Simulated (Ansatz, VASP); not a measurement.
Two plane-wave programs on ZnCu2SnS4

```
Zn Cu Sn S
1.0
    -2.68715    2.68715    5.37563
     2.68715   -2.68715    5.37563
     2.68715    2.68715   -5.37563
Zn Cu Sn S
1 2 1 4
Direct
  0.25000 0.75000 0.50000
  0.00000 0.00000 0.00000
  0.75000 0.25000 0.50000
  0.50000 0.50000 0.00000
  0.37036 0.89848 0.00897
  0.10152 0.11048 0.47188
  0.88952 0.36140 0.99103
  0.63860 0.62964 0.52812
```

Alike in both runs: functional PBEsol; k mesh 10 × 10 × 10; occupations gaussian, width 0.1 eV; no spin polarisation.

Ansatz relaxed the structure, and its values are those at the end. VASP's run is a single point on that final structure, the one shown.

|  | VASP | Ansatz |
| --- | --- | --- |
| version | VASP 6.6.1 | Ansatz 0.2.0 |
| potentials or method | VASP PAW PBE potentials, release 64 (Zn, Cu, Sn_d, S), cutoff 520 eV | scalar-relativistic, plane waves, PAW |
| valence electrons in the cell | 72 | 88 |

Ansatz gave:

- gap on the k mesh at the Fermi level (eV): 0.11
- least direct gap on the mesh (eV): 0.11
- pressure (GPa): 0.0
- rms of the force components (eV/Å): 0.001

Problem. What did VASP give for the same quantities?

Solution. gap on the k mesh at the Fermi level (eV): 0.13; least direct gap on the mesh (eV): 0.13; pressure (GPa): 0.1; rms of the force components (eV/Å): 0.015.

VASP's potentials were made for PBE, not for PBEsol. VASP's potentials hold 72 valence electrons a cell and Ansatz's 88, so a difference there can come from the potentials and not from the codes.
